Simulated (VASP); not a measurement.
Input of a VASP 6.6.1 run:

The input INCAR:

```
SYSTEM = BaH4
ALGO = Normal
EDIFF = 1E-6
EDIFFG = -0.01
ENCUT = 600
GGA = PE
IBRION = 2
ISIF = 3
ISMEAR = 0
LASPH = .True.
LCHARG = .False.
LREAL = .False.
LWAVE = .False.
NELM = 100
NSW = 100
PREC = Accurate
SIGMA = 0.02
```

The input KPOINTS:

```
k-points
0
Gamma
  10 10 10
  0 0 0
```

The input POSCAR:

```
BaH4
1.0
   -2.1750550761      2.1750550761      3.3849518814
    2.1750550761     -2.1750550761      3.3849518814
    2.1750550761      2.1750550761     -3.3849518814
Ba H
1 4
Direct
    0.0000000000      0.0000000000      0.0000000000
    0.2500000000      0.7500000000      0.5000000000
    0.7500000000      0.2500000000      0.5000000000
    0.4434021304      0.4434021304      0.0000000000
    0.5565978696      0.5565978696      0.0000000000
```

Potentials or basis: VASP PAW PBE potentials, release 64 (Ba_sv, H).

The run is started by

```bash
$ cat potpaw_PBE.64/Ba_sv/POTCAR potpaw_PBE.64/H/POTCAR > POTCAR
$ mpirun -np 1 vasp_std > vasp.out
```

Task: Predict the relaxed cell.

Result: a = 4.600 Å, b = 4.600 Å, c = 4.600 Å, α = 122.96°, β = 122.96°, γ = 84.94°.

Task: Estimate the band gap on the k mesh.

Result: 2.24 eV, indirect (least direct gap 2.78 eV).

Forces in eV/Å, atoms in the order of the input:
```
Ba   0.000  0.000  0.000
H    0.000  0.000  0.000
H    0.000  0.000  0.000
H    0.000  0.000  0.003
H    0.000  0.000 -0.003
```

Caveat: spin-orbit coupling is left out, which moves the levels of the heavy elements. A k mesh can miss the band edges.
